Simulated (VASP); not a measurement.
Input of a VASP 6.6.1 run:

The input POSCAR:

```
ZrS2
1.0
    3.6927232146      0.0000000000      0.0000000000
   -1.8463616073      3.1979921130      0.0000000000
    0.0000000000      0.0000000000     29.6000000022
S Zr
2 1
Direct
    0.3333333333      0.6666666667      0.2369838312
    0.6666666667      0.3333333333      0.3339621148
    0.0000000000      0.0000000000      0.2854729730
```

INCAR.step1

```
SYSTEM = ZrS2
PREC = Accurate ; ENCUT = 440
ISMEAR = 0 ; SIGMA = 0.03
LREAL = .False. ; LASPH = .True.
NELM = 120 ; LDIPOL = .True.
IDIPOL = 3 ; DIPOL = 0.5 0.5 0.285
NBANDS = 19 ; GGA = PE
ALGO = Normal ; EDIFF = 1E-5
LWAVE = .True. ; LCHARG = .False.
GGA_COMPAT = .False. ; NELMDL = -8
```

File INCAR.step2:

```
SYSTEM = ZrS2
PREC = Accurate ; ENCUT = 440
EDIFF = 1E-6 ; ISMEAR = 0
SIGMA = 0.03 ; LREAL = .False.
LASPH = .True. ; NELM = 120
ALGO = Normal ; ISIF = 2
LWAVE = .False. ; LCHARG = .False.
LDIPOL = .True. ; IDIPOL = 3
DIPOL = 0.5 0.5 0.285 ; METAGGA = R2SCAN
LMIXTAU = .True. ; NBANDS = 19
ISTART = 1 ; GGA_COMPAT = .False.
```

File KPOINTS:

```
Automatic mesh
0
Gamma
  12 12 1
  0 0 0
```

Potentials or basis: VASP PAW PBE potentials, release 64 (S, Zr_sv).

The run is started by

```bash
$ cat potpaw_PBE.64/S/POTCAR potpaw_PBE.64/Zr_sv/POTCAR > POTCAR
$ cp INCAR.step1 INCAR
$ mpirun -np 1 vasp_std > vasp.out
$ cp INCAR.step2 INCAR
$ mpirun -np 1 vasp_std > vasp.out
```

Q: Estimate the band gap on the k mesh.

A: 1.58 eV (least direct gap 2.04 eV).
